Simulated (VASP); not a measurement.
# TiAl3 in VASP: a series of runs

TiAl3 is run at these levels: PBE; tasks: single point.

Program: VASP 6.6.1. These are calculated values, not measurements. Logs are shortened: lines on timing, memory, paths and dates and some standing lists are left out, and cuts for length are marked.

## (1) The cell of the first run

Symmetry: Pmm2, No. 25, orthorhombic system. The conventional cell has a = 2.858 Å, b = 4.712 Å, c = 4.933 Å, α = 90.00°, β = 90.00°, γ = 90.00°. Ti (site symmetry mm2) has 10 Al at 2.84 to 2.87 Å and 2 Ti at 2.86 Å within 3.7 Å. Within 3.7 Å of Al (site symmetry mm2) lie 10 Al at 2.83 to 2.88 Å and 2 Ti at 2.86 Å. Al (site symmetry mm2) has 8 Al at 2.83 to 2.88 Å and 4 Ti at 2.87 Å within 3.7 Å. Within 3.7 Å of Al (site symmetry mm2) lie 4 Ti at 2.84 to 2.86 Å and 8 Al at 2.86 to 2.88 Å.

## (2) Single point, PBE

INCAR

```
SYSTEM = TiAl3
PREC = Accurate ; ENCUT = 520
EDIFF = 1E-7 ; ISMEAR = -1
SIGMA = 0.05 ; LREAL = .FALSE.
LASPH = .TRUE. ; NELM = 80
ALGO = Normal ; ISIF = 2
LWAVE = .FALSE. ; LCHARG = .TRUE.
GGA = PE ; LELF = .TRUE.
LVHAR = .TRUE. ; NBANDS = 18
```

KPOINTS

```
regular mesh
0
G
  9 6 6
  0 0 0
```

POSCAR

```
TiAl3
1.0
    2.8584833560      0.0000000000      0.0000000000
    0.0000000000      4.7122666518      0.0000000000
    0.0000000000      0.0000000000      4.9331981909
Ti Al
1 3
Direct
    0.0000000000      0.5000000000      0.1659160000
    0.0000000000      0.0000000000      0.8359000000
    0.5000000000      0.0000000000      0.3309120000
    0.5000000000      0.5000000000      0.6672710000
```

Potentials or basis: VASP PAW PBE potentials, release 64 (Ti_sv, Al).

On the command line:

```console
cat potpaw_PBE.64/Ti_sv/POTCAR potpaw_PBE.64/Al/POTCAR > POTCAR
mpirun -np 1 vasp_std > vasp.out
```

OUTCAR:

```text
SYSTEM = TiAl3
   PREC = Accurate
   ENCUT = 520
   EDIFF = 1E-7
   ISMEAR = -1
   LREAL = .FALSE.
   LASPH = .TRUE.
   NELM = 80
   ISIF = 2
   GGA = PE

 ion  position               nearest neighbor table
   1  0.000  0.500  0.166-   4 2.84   4 2.84   4 2.86   4 2.86   2 2.86   2 2.86   3 2.87   3 2.87
                             3 2.87   3 2.87
   2  0.000  0.000  0.836-   3 2.83   3 2.83   1 2.86   1 2.86   3 2.87   3 2.87   4 2.88   4 2.88
                             4 2.88   4 2.88
   3  0.500  0.000  0.331-   2 2.83   2 2.83   2 2.87   2 2.87   1 2.87   1 2.87   1 2.87   1 2.87
                             4 2.88   4 2.88
   4  0.500  0.500  0.667-   1 2.84   1 2.84   1 2.86   1 2.86   2 2.88   2 2.88   2 2.88   2 2.88
                             3 2.88   3 2.88

  LATTYP: Found a simple orthorhombic cell.
 ALAT       =     2.8584833560
 B/A-ratio  =     1.6485198845
 C/A-ratio  =     1.7258096608

  Lattice vectors:

 A1 = (   2.8584833560,   0.0000000000,   0.0000000000)
 A2 = (   0.0000000000,   4.7122666518,   0.0000000000)
 A3 = (   0.0000000000,   0.0000000000,   4.9331981909)

Analysis of symmetry for initial positions (statically):
=====================================================================
 Subroutine PRICEL returns:
 Original cell was already a primitive cell.

 Routine SETGRP: Setting up the symmetry group for a
 simple orthorhombic supercell.

 Subroutine GETGRP returns: Found  4 space group operations
 (whereof  4 operations were pure point group operations)
 out of a pool of  8 trial point group operations.

The static configuration has the point symmetry C_2v.

Analysis of symmetry for dynamics (positions and initial velocities):
=====================================================================
 Subroutine PRICEL returns:
 Original cell was already a primitive cell.

 Routine SETGRP: Setting up the symmetry group for a
 simple orthorhombic supercell.

 Subroutine GETGRP returns: Found  4 space group operations
 (whereof  4 operations were pure point group operations)
 out of a pool of  8 trial point group operations.

The dynamic configuration has the point symmetry C_2v.

 Subroutine INISYM returns: Found  4 space group operations
 (whereof  4 operations are pure point group operations),
 and found     1 'primitive' translations

----------------------------------------------------------------------------------------

[... 90 lines left out ...]
   ISPIN  =      1    spin polarized calculation?
   LNONCOLLINEAR =      F non collinear calculations
   LSORBIT =      F    spin-orbit coupling
   LASPH  =      T    aspherical Exc in radial PAW
   ENCUT  =  520.0 eV  38.22 Ry    6.18 a.u.   5.31  8.76  9.17*2*pi/ulx,y,z
   NELM   =     80;   NELMIN=  2; NELMDL= -5     # of ELM steps
   EDIFF  = 0.1E-06   stopping-criterion for ELM
   LREAL  =      F    real-space projection
   EDIFFG = 0.1E-05   stopping-criterion for IOM
   NSW    =      0    number of steps for IOM
   IBRION =     -1    ionic relax: 0-MD 1-quasi-New 2-CG
   NFREE  =      0    steps in history (QN), initial steepest desc. (CG)
   ISIF   =      2    stress and relaxation
   ISYM   =      2    0-nonsym 1-usesym 2-fastsym
   POTIM  = 0.5000    time-step for ionic-motion
   TEBEG  =    0.0;   TEEND  =   0.0 temperature during run
   PSTRESS=    0.0 pullay stress
   NELECT =      21.0000    total number of electrons
   NUPDOWN=      -1.0000    fix difference up-down
   EMIN   =  10.00;   EMAX   =-10.00  energy-range for DOS
   EFERMI =   0.00;   METHOD = LEGACY
   ISMEAR =    -1;   SIGMA  =   0.05  broadening in eV -4-tet -1-fermi 0-gaus
   EFERMI_NEDOS =   21; number of points for ismear=-14 and -15
   IALGO  =     38    algorithm
   IMIX   =      4    mixing-type and parameters
     AMIX     =   0.40;   BMIX     =  1.00
     AMIX_MAG =   1.60;   BMIX_MAG =  1.00
  volume/ion in A,a.u.               =      16.61       112.11
  Fermi-wavevector in a.u.,A,eV,Ry     =   1.115107  2.107247 16.918352  1.243464
  Thomas-Fermi vector in A             =   2.251709
   LORBIT       =      0    0 simple, 1 ext, 2 COOP (PROOUT), +10 PAW based schemes
   GGA     = PE    functional components
   LHFCALC =     F    Hartree Fock is set to
   AEXX    =    0.0000 exact exchange contribution
   IVDW    =     0    specifies the selected vdW correction
   LEPSILON=     F    determine dielectric tensor
   LRPA    =     F    only Hartree local field effects (RPA)
 non-spin polarized calculation
  energy-cutoff  :      520.00
  volume of cell :       66.45
 maximum number of plane-waves:      1810
 NGX is ok and might be reduce to    24
   NGX = 11   NGY = 17   NGZ = 19

 number of electron      20.9999998 magnetization

 Free energy of the ion-electron system (eV)
  ---------------------------------------------------
  ext. energy  EPLUGINS =         0.00000000
  ---------------------------------------------------
  free energy    TOTEN  =       -20.03239178 eV

  energy without entropy =      -20.01016451  energy(sigma->0) =      -20.02127815

 E-fermi :   7.8595     XC(G=0): -10.5536

 val. band max:        7.8582525732   @ k =   0.2222   0.5000   0.3333
 cond. band min:       7.8616918403   @ k =   0.2222   0.3333   0.3333
 fundamental gap:      0.0034392671
 Fermi energy:         7.8594588120

 k-point     1 :       0.0000    0.0000    0.0000
  band No.  band energies     occupation
      1     -48.7036      2.00000
      2     -25.0264      2.00000
      3     -25.0214      2.00000
      4     -24.6738      2.00000
      5      -2.1591      2.00000
      6       2.8383      2.00000
[... 481 lines left out ...]
      5       0.0043      2.00000
      6       3.7029      2.00000
[... 10 lines left out ...]
     17      11.7220      0.00000
     18      12.6729      0.00000

 [... further k-points ...]
[... 5 lines left out ...]
  --------------------------------------------------------------------------------------
  -------------------------------------------------------------------------------------
  Total       -1.6062095     -0.3106668     -0.4656225      0.0000000      0.0000000      0.0000000
  in kB      -38.7274312     -7.4905089    -11.2266572      0.0000000      0.0000000      0.0000000
  external PRESSURE =     -19.1481991 kB  Pullay stress =       0.0000000 kB

 VOLUME and BASIS-vectors are now :
 -----------------------------------------------------------------------------
  energy-cutoff  :      520.00
  volume of cell :       66.45
      direct lattice vectors                 reciprocal lattice vectors
     2.858483356  0.000000000  0.000000000     0.349835866  0.000000000  0.000000000
     0.000000000  4.712266652  0.000000000     0.000000000  0.212212100  0.000000000
     0.000000000  0.000000000  4.933198191     0.000000000  0.000000000  0.202708256

 POSITION                                       TOTAL-FORCE (eV/Angst)
 -----------------------------------------------------------------------------------
      0.00000      2.35613      0.81850         0.000000      0.000000     -0.046928
      0.00000      0.00000      4.12366         0.000000      0.000000      0.022432
      1.42924      0.00000      1.63245         0.000000      0.000000      0.030636
      1.42924      2.35613      3.29178         0.000000      0.000000     -0.006141
 -----------------------------------------------------------------------------------
    total drift:                                0.000000      0.000000     -0.000029

  FREE ENERGIE OF THE ION-ELECTRON SYSTEM (eV)
  ---------------------------------------------------
  free  energy   TOTEN  =       -20.0323917816 eV

  energy  without entropy=      -20.0101645114  energy(sigma->0) =      -20.02127815
```

OSZICAR:

```text
N       E                     dE             d eps       ncg     rms          rms(c)
DAV:   1     0.129148630464E+03    0.12915E+03   -0.95340E+03  2880   0.109E+03
DAV:   2    -0.857566995632E+01   -0.13772E+03   -0.13456E+03  2918   0.290E+02
DAV:   3    -0.211140850250E+02   -0.12538E+02   -0.12323E+02  5068   0.725E+01
DAV:   4    -0.218519005055E+02   -0.73782E+00   -0.73528E+00  3752   0.148E+01
DAV:   5    -0.218827022469E+02   -0.30802E-01   -0.30789E-01  4210   0.292E+00    0.100E+01
DAV:   6    -0.215493715743E+02    0.33333E+00   -0.29112E+01  3882   0.339E+01    0.879E+00
DAV:   7    -0.201272599094E+02    0.14221E+01   -0.12656E+01  3780   0.220E+01    0.290E+00
DAV:   8    -0.200544588670E+02    0.72801E-01   -0.94378E-01  3504   0.772E+00    0.130E+00
DAV:   9    -0.200324460397E+02    0.22013E-01   -0.15200E-01  3502   0.308E+00    0.349E-01
DAV:  10    -0.200324937013E+02   -0.47662E-04   -0.63263E-03  3694   0.616E-01    0.123E-01
DAV:  11    -0.200323787766E+02    0.11492E-03   -0.10133E-03  3440   0.253E-01    0.757E-02
DAV:  12    -0.200323921113E+02   -0.13335E-04   -0.10110E-04  3640   0.883E-02    0.120E-02
DAV:  13    -0.200323920016E+02    0.10972E-06   -0.77221E-06  4306   0.248E-02    0.455E-03
DAV:  14    -0.200323918381E+02    0.16347E-06   -0.39919E-07  3258   0.488E-03    0.101E-03
DAV:  15    -0.200323917816E+02    0.56567E-07   -0.40165E-08  1758   0.128E-03
   1 F= -.20032392E+02 E0= -.20021278E+02  d E =-.222273E-01
```

Wall time 1.8 min (1 thread of Intel Xeon 8259CL, shared host); peak memory 0.23 GiB.

Results:

* Free energy: -20.0324 eV
* Pressure: -1.9 GPa
* Largest force: 0.047 eV/Å
* Band gap on the k mesh: zero (an odd number of electrons rules out a gap without spin polarisation)

Forces in eV/Å, atoms in the order of the input:
```
Ti   0.000  0.000 -0.047
Al   0.000  0.000  0.022
Al   0.000  0.000  0.031
Al   0.000  0.000 -0.006
```

Stress tensor (GPa, compression positive):
```
-3.87  0.00  0.00
 0.00 -0.75  0.00
 0.00  0.00 -1.12
```

## (3) Single point, PBE

This run uses another cell than the first one, of 16.94 Å³/atom.

INCAR

```
PREC = Accurate ; ENCUT = 520
EDIFF = 1E-6 ; ISMEAR = -1
SIGMA = 0.05 ; LREAL = False
LASPH = True ; NELM = 60
ALGO = Normal ; ISIF = 2
LWAVE = False ; LCHARG = False
GGA = PE ; NBANDS = 18
```

KPOINTS

```
Automatic mesh
0
Gamma
  9 6 6
```

POSCAR

```
TiAl3
1.0
    2.8770454564      0.0000000000      0.0000000000
    0.0000000000      4.7428666434      0.0000000000
    0.0000000000      0.0000000000      4.9652328430
Ti Al
1 3
Direct
    0.0000000000      0.5000000000      0.1659160000
    0.0000000000      0.0000000000      0.8359000000
    0.5000000000      0.0000000000      0.3309120000
    0.5000000000      0.5000000000      0.6672710000
```

Potentials or basis: VASP PAW PBE potentials, release 64 (Ti_sv, Al).

On the command line:

```console
cat potpaw_PBE.64/Ti_sv/POTCAR potpaw_PBE.64/Al/POTCAR > POTCAR
mpirun -np 1 vasp_std > vasp.out
```

OUTCAR:

```text
PREC = Accurate
   ENCUT = 520
   EDIFF = 1E-6
   ISMEAR = -1
   LREAL = False
   LASPH = True
   NELM = 60
   ISIF = 2
   GGA = PE

 ion  position               nearest neighbor table
   1  0.000  0.500  0.166-   4 2.86   4 2.86   4 2.88   4 2.88   2 2.88   2 2.88   3 2.89   3 2.89
                             3 2.89   3 2.89
   2  0.000  0.000  0.836-   3 2.85   3 2.85   1 2.88   1 2.88   3 2.89   3 2.89   4 2.90   4 2.90
                             4 2.90   4 2.90
   3  0.500  0.000  0.331-   2 2.85   2 2.85   2 2.89   2 2.89   1 2.89   1 2.89   1 2.89   1 2.89
                             4 2.90   4 2.90
   4  0.500  0.500  0.667-   1 2.86   1 2.86   1 2.88   1 2.88   2 2.90   2 2.90   2 2.90   2 2.90
                             3 2.90   3 2.90

  LATTYP: Found a simple orthorhombic cell.
 ALAT       =     2.8770454564
 B/A-ratio  =     1.6485198845
 C/A-ratio  =     1.7258096607

  Lattice vectors:

 A1 = (   2.8770454564,   0.0000000000,   0.0000000000)
 A2 = (   0.0000000000,   4.7428666434,   0.0000000000)
 A3 = (   0.0000000000,   0.0000000000,   4.9652328430)

Analysis of symmetry for initial positions (statically):
=====================================================================
 Subroutine PRICEL returns:
 Original cell was already a primitive cell.

 Routine SETGRP: Setting up the symmetry group for a
 simple orthorhombic supercell.

 Subroutine GETGRP returns: Found  4 space group operations
 (whereof  4 operations were pure point group operations)
 out of a pool of  8 trial point group operations.

The static configuration has the point symmetry C_2v.

Analysis of symmetry for dynamics (positions and initial velocities):
=====================================================================
 Subroutine PRICEL returns:
 Original cell was already a primitive cell.

 Routine SETGRP: Setting up the symmetry group for a
 simple orthorhombic supercell.

[... 120 lines left out ...]
   NUPDOWN=      -1.0000    fix difference up-down
   EMIN   =  10.00;   EMAX   =-10.00  energy-range for DOS
   EFERMI =   0.00;   METHOD = LEGACY
   ISMEAR =    -1;   SIGMA  =   0.05  broadening in eV -4-tet -1-fermi 0-gaus
   EFERMI_NEDOS =   21; number of points for ismear=-14 and -15
   IALGO  =     38    algorithm
   IMIX   =      4    mixing-type and parameters
     AMIX     =   0.40;   BMIX     =  1.00
     AMIX_MAG =   1.60;   BMIX_MAG =  1.00
  volume/ion in A,a.u.               =      16.94       114.30
  Fermi-wavevector in a.u.,A,eV,Ry     =   1.107913  2.093651 16.700748  1.227470
  Thomas-Fermi vector in A             =   2.244433
   LORBIT       =      0    0 simple, 1 ext, 2 COOP (PROOUT), +10 PAW based schemes
   GGA     = PE    functional components
   LHFCALC =     F    Hartree Fock is set to
   AEXX    =    0.0000 exact exchange contribution
   IVDW    =     0    specifies the selected vdW correction
   LEPSILON=     F    determine dielectric tensor
   LRPA    =     F    only Hartree local field effects (RPA)
 non-spin polarized calculation
  energy-cutoff  :      520.00
  volume of cell :       67.75
 maximum number of plane-waves:      1846
 NGX is ok and might be reduce to    24
   NGX = 11   NGY = 17   NGZ = 19

 number of electron      21.0000000 magnetization

 Free energy of the ion-electron system (eV)
  ---------------------------------------------------
  ext. energy  EPLUGINS =         0.00000000
  ---------------------------------------------------
  free energy    TOTEN  =       -20.01000293 eV

  energy without entropy =      -19.98744324  energy(sigma->0) =      -19.99872308

 E-fermi :   7.6665     XC(G=0): -10.4777

 val. band max:        7.6550888231   @ k =   0.0000   0.5000   0.5000
 cond. band min:       7.6681480940   @ k =   0.2222   0.3333   0.3333
 fundamental gap:      0.0130592709
 Fermi energy:         7.6665408020

 k-point     1 :       0.0000    0.0000    0.0000
  band No.  band energies     occupation
      1     -48.9460      2.00000
      2     -25.2643      2.00000
      3     -25.2590      2.00000
      4     -24.9256      2.00000
      5      -2.2427      2.00000
      6       2.6941      2.00000
[... 481 lines left out ...]
      5      -0.1069      2.00000
      6       3.5501      2.00000
[... 10 lines left out ...]
     17      11.4785      0.00000
     18      12.3747      0.00000

 [... further k-points ...]
[... 5 lines left out ...]
  --------------------------------------------------------------------------------------
  -------------------------------------------------------------------------------------
  Total       -2.3239150     -1.0214997     -1.2286709      0.0000000      0.0000000      0.0000000
  in kB      -54.9545386    -24.1558087    -29.0548669      0.0000000      0.0000000      0.0000000
  external PRESSURE =     -36.0550714 kB  Pullay stress =       0.0000000 kB

 VOLUME and BASIS-vectors are now :
 -----------------------------------------------------------------------------
  energy-cutoff  :      520.00
  volume of cell :       67.75
      direct lattice vectors                 reciprocal lattice vectors
     2.877045456  0.000000000  0.000000000     0.347578797  0.000000000  0.000000000
     0.000000000  4.742866643  0.000000000     0.000000000  0.210842951  0.000000000
     0.000000000  0.000000000  4.965232843     0.000000000  0.000000000  0.201400424

 POSITION                                       TOTAL-FORCE (eV/Angst)
 -----------------------------------------------------------------------------------
      0.00000      2.37143      0.82381         0.000000      0.000000     -0.054469
      0.00000      0.00000      4.15044         0.000000      0.000000      0.030061
      1.43852      0.00000      1.64306         0.000000      0.000000      0.021500
      1.43852      2.37143      3.31316         0.000000      0.000000      0.002908
 -----------------------------------------------------------------------------------
    total drift:                                0.000000      0.000000      0.000090

  FREE ENERGIE OF THE ION-ELECTRON SYSTEM (eV)
  ---------------------------------------------------
  free  energy   TOTEN  =       -20.0100029306 eV

  energy  without entropy=      -19.9874432367  energy(sigma->0) =      -19.99872308
```

OSZICAR:

```text
N       E                     dE             d eps       ncg     rms          rms(c)
DAV:   1     0.128951698099E+03    0.12895E+03   -0.94932E+03  2880   0.108E+03
DAV:   2    -0.852711557059E+01   -0.13748E+03   -0.13429E+03  2908   0.291E+02
DAV:   3    -0.211793172632E+02   -0.12652E+02   -0.12416E+02  5116   0.720E+01
DAV:   4    -0.218718122279E+02   -0.69249E+00   -0.69043E+00  3620   0.146E+01
DAV:   5    -0.218996679930E+02   -0.27856E-01   -0.27848E-01  4316   0.280E+00    0.991E+00
DAV:   6    -0.216226510465E+02    0.27702E+00   -0.30586E+01  3916   0.341E+01    0.913E+00
DAV:   7    -0.201090617203E+02    0.15136E+01   -0.13714E+01  3758   0.226E+01    0.286E+00
DAV:   8    -0.200340338667E+02    0.75028E-01   -0.10160E+00  3536   0.789E+00    0.134E+00
DAV:   9    -0.200100736332E+02    0.23960E-01   -0.16227E-01  3512   0.312E+00    0.350E-01
DAV:  10    -0.200100981894E+02   -0.24556E-04   -0.66150E-03  3678   0.624E-01    0.127E-01
DAV:  11    -0.200099906605E+02    0.10753E-03   -0.10097E-03  3472   0.251E-01    0.745E-02
DAV:  12    -0.200100035121E+02   -0.12852E-04   -0.10892E-04  3630   0.911E-02    0.137E-02
DAV:  13    -0.200100031369E+02    0.37512E-06   -0.10900E-05  3954   0.294E-02    0.421E-03
DAV:  14    -0.200100029306E+02    0.20639E-06   -0.48983E-07  1798   0.579E-03
   1 F= -.20010003E+02 E0= -.19998723E+02  d E =-.225597E-01
```

It took 97 s on 1 thread of Intel Xeon 8259CL, shared host; peak memory 0.24 GiB.

Results:

| Item | Value |
| --- | --- |
| Free energy | -20.0100 eV |
| Pressure | -3.6 GPa |
| Largest force | 0.054 eV/Å |
| Band gap on the k mesh | zero (an odd number of electrons rules out a gap without spin polarisation) |

Forces on the atoms (eV/Å):
```
Ti   0.000  0.000 -0.054
Al   0.000  0.000  0.030
Al   0.000  0.000  0.021
Al   0.000  0.000  0.003
```

Caveat: the cell stands under tension.

[end of part 1 of 2]
